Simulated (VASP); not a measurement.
# BN (lda) (P6_3mc) in VASP: notebook

The runs below take BN (lda) through single point, with LDA.

Everything below comes from runs of VASP 6.6.1. Logs are shortened: lines on timing, memory, paths and dates and some standing lists are left out, and cuts for length are marked.

### Step 1. The cell of the first run

Symmetry: P6_3mc, No. 186, hexagonal system. The conventional cell has a = 2.523 Å, b = 2.523 Å, c = 4.176 Å, α = 90.00°, β = 90.00°, γ = 120.00°. Within 2.1 Å of B (site symmetry 3m) lie 4 N at 1.55 to 1.56 Å. N (site symmetry 3m) has 4 B at 1.55 to 1.56 Å within 2.1 Å.

### Step 2. Single point, LDA

INCAR reads:

```
SYSTEM = BN
PREC     = Accurate       ! precision mode
ENCUT    = 600            ! plane-wave cutoff, eV
EDIFF    = 1E-6           ! SCF threshold, eV
ISMEAR   = 0              ! smearing method
SIGMA    = 0.1            ! smearing width, eV
LREAL    = .False.        ! projectors in reciprocal space
LASPH    = .True.         ! aspherical terms in the spheres
NELM     = 120            ! most SCF steps
ALGO     = Normal         ! electronic algorithm
ISIF     = 2              ! what is computed and relaxed
LWAVE    = .False.        ! write WAVECAR
LCHARG   = .False.        ! write CHGCAR
GGA      = CA             ! functional
NBANDS   = 16             ! bands
GGA_COMPAT= .False.
```

KPOINTS reads:

```
regular mesh
0
Gamma
  9 9 6
  0 0 0
```

POSCAR reads:

```
BN
1.0
    2.5232970818      0.0000000000      0.0000000000
   -1.2616485409      2.1852393741      0.0000000000
    0.0000000000      0.0000000000      4.1764264572
B N
2 2
Direct
    0.6666666667      0.3333333333      0.9996937030
    0.3333333333      0.6666666667      0.4996937030
    0.6666666667      0.3333333333      0.6253062970
    0.3333333333      0.6666666667      0.1253062970
```

Potentials or basis: VASP PAW LDA potentials, release 64 (B, N).

Command:

```sh
cat potpaw_LDA.64/B/POTCAR potpaw_LDA.64/N/POTCAR > POTCAR
mpirun -np 1 vasp_std > vasp.out
```

OUTCAR:

```text
SYSTEM = BN
   PREC = Accurate
   ENCUT = 600
   EDIFF = 1E-6
   ISMEAR = 0
   LREAL = .False.
   LASPH = .True.
   NELM = 120
   ISIF = 2
   GGA = CA

 ion  position               nearest neighbor table
   1  0.667  0.333  1.000-   4 1.55   4 1.55   4 1.55   3 1.56
   2  0.333  0.667  0.500-   3 1.55   3 1.55   3 1.55   4 1.56
   3  0.667  0.333  0.625-   2 1.55   2 1.55   2 1.55   1 1.56
   4  0.333  0.667  0.125-   1 1.55   1 1.55   1 1.55   2 1.56

  LATTYP: Found a hexagonal cell.
 ALAT       =     2.5232970818
 C/A-ratio  =     1.6551465491

  Lattice vectors:

 A1 = (   2.5232970818,   0.0000000000,   0.0000000000)
 A2 = (  -1.2616485409,   2.1852393741,   0.0000000000)
 A3 = (   0.0000000000,   0.0000000000,   4.1764264572)

Analysis of symmetry for initial positions (statically):
=====================================================================
 Subroutine PRICEL returns:
 Original cell was already a primitive cell.

 Routine SETGRP: Setting up the symmetry group for a
 hexagonal supercell.

 Subroutine GETGRP returns: Found 12 space group operations
 (whereof  6 operations were pure point group operations)
 out of a pool of 24 trial point group operations.

The static configuration has the point symmetry C_3v.
 The point group associated with its full space group is C_6v.

Analysis of symmetry for dynamics (positions and initial velocities):
=====================================================================
 Subroutine PRICEL returns:
 Original cell was already a primitive cell.

 Routine SETGRP: Setting up the symmetry group for a
 hexagonal supercell.

 Subroutine GETGRP returns: Found 12 space group operations
 (whereof  6 operations were pure point group operations)
 out of a pool of 24 trial point group operations.

The dynamic configuration has the point symmetry C_3v.
 The point group associated with its full space group is C_6v.

 Subroutine INISYM returns: Found 12 space group operations
 (whereof  6 operations are pure point group operations),
 and found     1 'primitive' translations

----------------------------------------------------------------------------------------

                                     Primitive cell

  volume of cell :      23.0288

  direct lattice vectors                    reciprocal lattice vectors
     2.523297082  0.000000000  0.000000000     0.396306882  0.228807885  0.000000000
    -1.261648541  2.185239374  0.000000000     0.000000000  0.457615771  0.000000000
     0.000000000  0.000000000  4.176426457     0.000000000  0.000000000  0.239439150

  length of vectors
     2.523297082  2.523297082  4.176426457     0.457615771  0.457615771  0.239439150

  position of ions in fractional coordinates (direct lattice)
     0.666666667  0.333333333  0.999693703
     0.333333333  0.666666667  0.499693703
     0.666666667  0.333333333  0.625306297
     0.333333333  0.666666667  0.125306297

  ion indices of the primitive-cell ions
   primitive index   ion index
                 1           1
                 2           2
                 3           3
                 4           4

----------------------------------------------------------------------------------------

 KPOINTS: regular mesh

Automatic generation of k-mesh.
 Grid dimensions read from file:
 generate k-points for:    9    9    6

 Generating k-lattice:

  Cartesian coordinates                     Fractional coordinates (reciprocal lattice)
     0.044034098  0.025423098  0.000000000     0.111111111 -0.000000000  0.000000000
     0.000000000  0.050846197  0.000000000     0.000000000  0.111111111  0.000000000
     0.000000000  0.000000000  0.039906525     0.000000000  0.000000000  0.166666667

  Length of vectors
     0.050846197  0.050846197  0.039906525

  Shift w.r.t. Gamma in fractional coordinates (k-lattice)
     0.000000000  0.000000000  0.000000000

 Subroutine IBZKPT returns following result:
 ===========================================

 Found     48 irreducible k-points:

 Following reciprocal coordinates:
            Coordinates               Weight
  0.000000  0.000000  0.000000      1.000000
  0.111111  0.000000  0.000000      6.000000
  0.222222  0.000000  0.000000      6.000000
  0.333333  0.000000  0.000000      6.000000
  0.444444  0.000000  0.000000      6.000000
  0.111111  0.111111  0.000000      6.000000
[... 16 lines left out ...]
  0.333333  0.222222  0.166667     24.000000
  0.333333  0.333333  0.166667      4.000000
 [... further k-points ...]
   k-points           NKPTS =     48   k-points in BZ     NKDIM =     48   number of bands    NBANDS=     16
   number of dos      NEDOS =    301   number of ions     NIONS =      4
   total plane-waves  NPLWV =  14400
   dimension x,y,z NGX =    20 NGY =   20 NGZ =   36
   dimension x,y,z NGXF=    40 NGYF=   40 NGZF=   72
   ions per type =               2   2
   NGX,Y,Z   is equivalent  to a cutoff of  13.18, 13.18, 14.33 a.u.
   NGXF,Y,Z  is equivalent  to a cutoff of  26.35, 26.35, 28.66 a.u.
 SYSTEM =  BN
   PREC   = accura    normal or accurate (medium, high low for compatibility)
   ISTART =      0    job   : 0-new  1-cont  2-samecut
   ICHARG =      2    charge: 1-file 2-atom 10-const
   ISPIN  =      1    spin polarized calculation?
   LNONCOLLINEAR =      F non collinear calculations
   LSORBIT =      F    spin-orbit coupling
   LASPH  =      T    aspherical Exc in radial PAW
   ENCUT  =  600.0 eV  44.10 Ry    6.64 a.u.   5.04  5.04  8.34*2*pi/ulx,y,z
   NELM   =    120;   NELMIN=  2; NELMDL= -5     # of ELM steps
   EDIFF  = 0.1E-05   stopping-criterion for ELM
   LREAL  =      F    real-space projection
   EDIFFG = 0.1E-04   stopping-criterion for IOM
   NSW    =      0    number of steps for IOM
   IBRION =     -1    ionic relax: 0-MD 1-quasi-New 2-CG
   NFREE  =      0    steps in history (QN), initial steepest desc. (CG)
   ISIF   =      2    stress and relaxation
   ISYM   =      2    0-nonsym 1-usesym 2-fastsym
   POTIM  = 0.5000    time-step for ionic-motion
   TEBEG  =    0.0;   TEEND  =   0.0 temperature during run
   PSTRESS=    0.0 pullay stress
   NELECT =      16.0000    total number of electrons
   NUPDOWN=      -1.0000    fix difference up-down
   EMIN   =  10.00;   EMAX   =-10.00  energy-range for DOS
   EFERMI =   0.00;   METHOD = LEGACY
   ISMEAR =     0;   SIGMA  =   0.10  broadening in eV -4-tet -1-fermi 0-gaus
   EFERMI_NEDOS =   21; number of points for ismear=-14 and -15
   IALGO  =     38    algorithm
   IMIX   =      4    mixing-type and parameters
     AMIX     =   0.40;   BMIX     =  1.00
     AMIX_MAG =   1.60;   BMIX_MAG =  1.00
  volume/ion in A,a.u.               =       5.76        38.85
  Fermi-wavevector in a.u.,A,eV,Ry     =   1.449965  2.740036 28.604854  2.102397
  Thomas-Fermi vector in A             =   2.567631
   LORBIT       =      0    0 simple, 1 ext, 2 COOP (PROOUT), +10 PAW based schemes
   GGA     = CA    functional components
   LHFCALC =     F    Hartree Fock is set to
   AEXX    =    0.0000 exact exchange contribution
   IVDW    =     0    specifies the selected vdW correction
   LEPSILON=     F    determine dielectric tensor
   LRPA    =     F    only Hartree local field effects (RPA)
 non-spin polarized calculation
 Gauss-broadening in eV      SIGMA  =   0.10
  energy-cutoff  :      600.00
  volume of cell :       23.03
 maximum number of plane-waves:       780
   NGX = 11   NGY = 11   NGZ = 17

 number of electron      16.0000002 magnetization

 Free energy of the ion-electron system (eV)
  ---------------------------------------------------
  ext. energy  EPLUGINS =         0.00000000
  ---------------------------------------------------
  free energy    TOTEN  =       -38.76049667 eV

  energy without entropy =      -38.76049667  energy(sigma->0) =      -38.76049667

 E-fermi :   8.3412     XC(G=0): -13.2199

 val. band max:        7.8800440400   @ k =   0.0000   0.0000   0.0000
 cond. band min:      12.7829704130   @ k =   0.3333   0.3333   0.0000
 fundamental gap:      4.9029263730
 Fermi energy:         8.3412464680

 k-point     1 :       0.0000    0.0000    0.0000
  band No.  band energies     occupation
      1     -12.6692      2.00000
      2      -8.3371      2.00000
      3      -3.3201      2.00000
      4       5.6944      2.00000
      5       5.6944      2.00000
      6       7.5821      2.00000
[... 8 lines left out ...]
     15      19.8390      0.00000
     16      24.1744      0.00000

 k-point     2 :       0.1111    0.0000    0.0000
  band No.  band energies     occupation
      1     -12.3943      2.00000
      2      -8.1247      2.00000
      3      -3.0497      2.00000
      4       4.5105      2.00000
      5       5.1985      2.00000
      6       6.9046      2.00000
[... 8 lines left out ...]
     15      20.6185      0.00000
     16      23.7408      0.00000

 k-point     3 :       0.2222    0.0000    0.0000
  band No.  band energies     occupation
      1     -11.5847      2.00000
      2      -7.5436      2.00000
      3      -2.2585      2.00000
      4       1.9757      2.00000
      5       4.1967      2.00000
      6       4.7169      2.00000
[... 8 lines left out ...]
     15      22.4578      0.00000
     16      23.1737      0.00000

 k-point     4 :       0.3333    0.0000    0.0000
  band No.  band energies     occupation
      1     -10.3030      2.00000
      2      -6.8670      2.00000
      3      -1.0763      2.00000
      4      -0.4517      2.00000
      5       2.3069      2.00000
      6       3.3043      2.00000
[... 8 lines left out ...]
     15      23.9456      0.00000
     16      24.4340      0.00000
[... 324 lines left out ...]
 k-point    22 :       0.2222    0.2222    0.1667
  band No.  band energies     occupation
      1      -9.4333      2.00000
      2      -6.8711      2.00000
      3      -0.7582      2.00000
      4       0.2702      2.00000
      5       1.0234      2.00000
      6       2.2960      2.00000
[... 8 lines left out ...]
     15      23.3045      0.00000
     16      24.3195      0.00000

 k-point    23 :       0.3333    0.2222    0.1667
  band No.  band energies     occupation
      1      -8.0596      2.00000
      2      -6.7423      2.00000
      3      -1.4577      2.00000
      4      -0.3000      2.00000
      5       0.7397      2.00000
      6       2.0603      2.00000
[... 8 lines left out ...]
     15      23.9512      0.00000
     16      24.5858      0.00000

 k-point    24 :       0.3333    0.3333    0.1667
  band No.  band energies     occupation
      1      -7.0939      2.00000
      2      -7.0939      2.00000
      3      -1.5171      2.00000
      4      -0.0283      2.00000
      5      -0.0283      2.00000
      6       1.8192      2.00000
[... 8 lines left out ...]
     15      24.2098      0.00000
     16      24.2098      0.00000

 [... further k-points ...]
[... 5 lines left out ...]
  --------------------------------------------------------------------------------------
  -------------------------------------------------------------------------------------
  Total        0.0952355      0.0952355      0.0518678      0.0000000      0.0000000      0.0000000
  in kB        6.6257819      6.6257819      3.6085819      0.0000000      0.0000000      0.0000000
  external PRESSURE =       5.6200486 kB  Pullay stress =       0.0000000 kB

 VOLUME and BASIS-vectors are now :
 -----------------------------------------------------------------------------
  energy-cutoff  :      600.00
  volume of cell :       23.03
      direct lattice vectors                 reciprocal lattice vectors
     2.523297082  0.000000000  0.000000000     0.396306882  0.228807885  0.000000000
    -1.261648541  2.185239374  0.000000000     0.000000000  0.457615771  0.000000000
     0.000000000  0.000000000  4.176426457     0.000000000  0.000000000  0.239439150

 POSITION                                       TOTAL-FORCE (eV/Angst)
 -----------------------------------------------------------------------------------
      1.26165      0.72841      4.17515        -0.000000     -0.000000     -0.000986
     -0.00000      1.45683      2.08693         0.000000      0.000000     -0.000986
      1.26165      0.72841      2.61155         0.000000     -0.000000      0.000986
     -0.00000      1.45683      0.52333        -0.000000      0.000000      0.000986
 -----------------------------------------------------------------------------------
    total drift:                               -0.000000     -0.000000      0.000566

  FREE ENERGIE OF THE ION-ELECTRON SYSTEM (eV)
  ---------------------------------------------------
  free  energy   TOTEN  =       -38.7604966698 eV

  energy  without entropy=      -38.7604966698  energy(sigma->0) =      -38.76049667
```

Wall time 6.5 s (1 thread of Intel Xeon 6975P-C (Granite Rapids), shared host); peak memory 0.13 GiB.

Results:

* Free energy: -38.7605 eV
* Pressure: 0.6 GPa
* Band gap on the k mesh: 4.90 eV, indirect (least direct gap 8.28 eV)

### Step 3. Single point, LDA

INCAR reads:

```
SYSTEM = BN
PREC = Accurate
ENCUT = 600
EDIFF = 1E-6
ISMEAR = 0
SIGMA = 0.02
LREAL = .FALSE.
LASPH = .TRUE.
NELM = 120
ALGO = Normal
ISIF = 2
LWAVE = .FALSE.
LCHARG = .TRUE.
GGA = CA
LELF = .TRUE.
LVHAR = .TRUE.
NBANDS = 16
GGA_COMPAT = .FALSE.
```

KPOINTS reads:

```
regular mesh
0
G
  12 12 6
  0 0 0
```

POSCAR reads:

```
BN
1.0
    2.5231814709      0.0000000000      0.0000000000
   -1.2615907355      2.1851392522      0.0000000000
    0.0000000000      0.0000000000      4.1751542254
B N
2 2
Direct
    0.6666666667      0.3333333333      0.9997010654
    0.3333333333      0.6666666667      0.4997010654
    0.6666666667      0.3333333333      0.6252989346
    0.3333333333      0.6666666667      0.1252989346
```

Potentials or basis: VASP PAW LDA potentials, release 64 (B, N).

Command:

```sh
cat potpaw_LDA.64/B/POTCAR potpaw_LDA.64/N/POTCAR > POTCAR
mpirun -np 1 vasp_std > vasp.out
```

OUTCAR:

```text
SYSTEM = BN
   PREC = Accurate
   ENCUT = 600
   EDIFF = 1E-6
   ISMEAR = 0
   LREAL = .FALSE.
   LASPH = .TRUE.
   NELM = 120
   ISIF = 2
   GGA = CA

 ion  position               nearest neighbor table
   1  0.667  0.333  1.000-   4 1.55   4 1.55   4 1.55   3 1.56
   2  0.333  0.667  0.500-   3 1.55   3 1.55   3 1.55   4 1.56
   3  0.667  0.333  0.625-   2 1.55   2 1.55   2 1.55   1 1.56
   4  0.333  0.667  0.125-   1 1.55   1 1.55   1 1.55   2 1.56

  LATTYP: Found a hexagonal cell.
 ALAT       =     2.5231814709
 C/A-ratio  =     1.6547181697

[... 648 lines left out ...]

 [... further k-points ...]
[... 5 lines left out ...]
  --------------------------------------------------------------------------------------
  -------------------------------------------------------------------------------------
  Total        0.1056328      0.1056328      0.1010023     -0.0000000      0.0000000     -0.0000000
  in kB        7.3520609      7.3520609      7.0297823     -0.0000000      0.0000000     -0.0000000
  external PRESSURE =       7.2446347 kB  Pullay stress =       0.0000000 kB

 VOLUME and BASIS-vectors are now :
 -----------------------------------------------------------------------------
  energy-cutoff  :      600.00
  volume of cell :       23.02
      direct lattice vectors                 reciprocal lattice vectors
     2.523181471  0.000000000  0.000000000     0.396325041  0.228818369  0.000000000
    -1.261590736  2.185139252  0.000000000     0.000000000  0.457636738  0.000000000
     0.000000000  0.000000000  4.175154225     0.000000000  0.000000000  0.239512110

 POSITION                                       TOTAL-FORCE (eV/Angst)
 -----------------------------------------------------------------------------------
      1.26159      0.72838      4.17391         0.000000      0.000000     -0.002351
     -0.00000      1.45676      2.08633         0.000000     -0.000000     -0.002351
      1.26159      0.72838      2.61072        -0.000000      0.000000      0.002351
     -0.00000      1.45676      0.52314         0.000000      0.000000      0.002351
 -----------------------------------------------------------------------------------
    total drift:                               -0.000000     -0.000000      0.000555

  FREE ENERGIE OF THE ION-ELECTRON SYSTEM (eV)
  ---------------------------------------------------
  free  energy   TOTEN  =       -38.7605022764 eV

  energy  without entropy=      -38.7605022764  energy(sigma->0) =      -38.76050228
```

Wall time 11 s (1 thread of Intel Xeon 6975P-C (Granite Rapids), shared host); peak memory 0.14 GiB.

Results:

* Free energy: -38.7605 eV
* Pressure: 0.7 GPa
* Band gap on the k mesh: 4.90 eV, indirect (least direct gap 8.28 eV)

Forces in eV/Å, atoms in the order of the input:
```
B    0.000  0.000 -0.002
B    0.000  0.000 -0.002
N    0.000  0.000  0.002
N    0.000  0.000  0.002
```
